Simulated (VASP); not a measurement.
A run of VASP 6.6.1:

INCAR

```
SYSTEM = Zr
PREC     = Accurate       ! precision mode
ENCUT    = 520            ! plane-wave cutoff, eV
EDIFF    = 1E-7           ! SCF threshold, eV
ISMEAR   = -1             ! smearing method
SIGMA    = 0.1            ! smearing width, eV
LREAL    = .FALSE.        ! projectors in reciprocal space
LASPH    = .TRUE.         ! aspherical terms in the spheres
NELM     = 80             ! most SCF steps
ALGO     = Normal         ! electronic algorithm
ISIF     = 2              ! what is computed and relaxed
LWAVE    = .FALSE.        ! write WAVECAR
LCHARG   = .FALSE.        ! write CHGCAR
GGA      = CA             ! functional
NBANDS   = 19             ! bands
```

File KPOINTS:

```
regular mesh
0
G
  14 14 8
  0 0 0
```

File POSCAR:

```
Zr
1.0
    2.2924454170      0.0000000000      0.0000000000
   -1.1462227085      1.9853159679      0.0000000000
    0.0000000000      0.0000000000      3.8308221853
Zr
2
Direct
    0.3333333333      0.6666666667      0.2500000000
    0.6666666667      0.3333333333      0.7500000000
```

Potentials or basis: VASP PAW LDA potentials, release 64 (Zr_sv).

Command:

```console
$ cat potpaw_LDA.64/Zr_sv/POTCAR > POTCAR
$ mpirun -np 1 vasp_std > vasp.out
```

Hardware: 1 thread of Intel(R) Xeon(R) 6975P-C (Granite Rapids) (shared host).

Problem. How long does it take, and how much memory?

Solution. Wall time 15 s on 1 thread of Intel(R) Xeon(R) 6975P-C (Granite Rapids), with other jobs on the host, peak memory 0.14 GiB. Counts: scf iterations 13, k points 120.
